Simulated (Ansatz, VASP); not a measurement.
**Two plane-wave programs on KF**

INCAR

```
SYSTEM = KF
ALGO = Normal ; EDIFF = 1E-7
EDIFFG = -0.08 ; ENCUT = 1350
GGA = PE ; GGA_COMPAT = .FALSE.
IBRION = 2 ; ISIF = 3
ISMEAR = 0 ; LASPH = .TRUE.
LCHARG = .FALSE. ; LREAL = .FALSE.
LWAVE = .FALSE. ; NELM = 120
NELMIN = 4 ; NSW = 36
PREC = Accurate ; SIGMA = 0.15
```

The input KPOINTS:

```
k-points
0
G
  4 4 4
  0 0 0
```

Contents of POSCAR:

```
KF
1.0
    0.0000000000      3.0242355500      3.0242355500
    3.0242355500      0.0000000000      3.0242355500
    3.0242355500      3.0242355500      0.0000000000
K F
1 1
Direct
    0.0000000000      0.0000000000      0.0000000000
    0.2500000000      0.2500000000      0.2500000000
```

Input for Ansatz:

```yaml
crystal:
  lattice:
    - [0.0, 3.02423555, 3.02423555]
    - [3.02423555, 0.0, 3.02423555]
    - [3.02423555, 3.02423555, 0.0]
  atoms:
    - { symbol: K, position: [0.0, 0.0, 0.0] }
    - { symbol: F, position: [0.25, 0.25, 0.25] }
basis:
  ecutwfc: 420
kpoints:
  mp_grid: { grid: [4, 4, 4] }
hamiltonian:
  xc: pbe
scf:
  occupations: { method: gaussian, width: 0.15 }
  lower_state_search: "off"
output:
  forces: true
  stress: true
  eigenvalues: true
relax:
  adjacent_minimum: "off"
  f_tol: 0.08
  max_steps: 16
  cell: { stress_tol: 0.8 }
```

Change from the starting cell: species swapped into the MgSe type (F-43m, No. 216).

Alike in both runs: task relaxation of cell and atoms; functional PBE; k mesh 4 × 4 × 4; occupations gaussian, width 0.15 eV; no spin polarisation.

|  | VASP | Ansatz |
| --- | --- | --- |
| version | VASP 6.6.1 | Ansatz 0.2.0 |
| potentials or method | VASP PAW PBE potentials, release 64 (K_sv, F_h), cutoff 1350 eV | scalar-relativistic, plane waves, PAW |
| valence electrons in the cell | 16 | 16 |

|  | VASP | Ansatz | Ansatz less VASP |
| --- | --- | --- | --- |
| gap on the k mesh at the Fermi level, each at its own relaxed structure (eV) | 5.05 | 5.03 | -0.022 |
| relaxed volume (Å³/atom) | 26.40 | 26.66 | +0.267 |
| relaxed length of the cell vector where the two differ most in proportion (Å) | 4.211 | 4.225 | +0.0142 |

The k mesh is coarse, so the values compare programs but aren't converged.
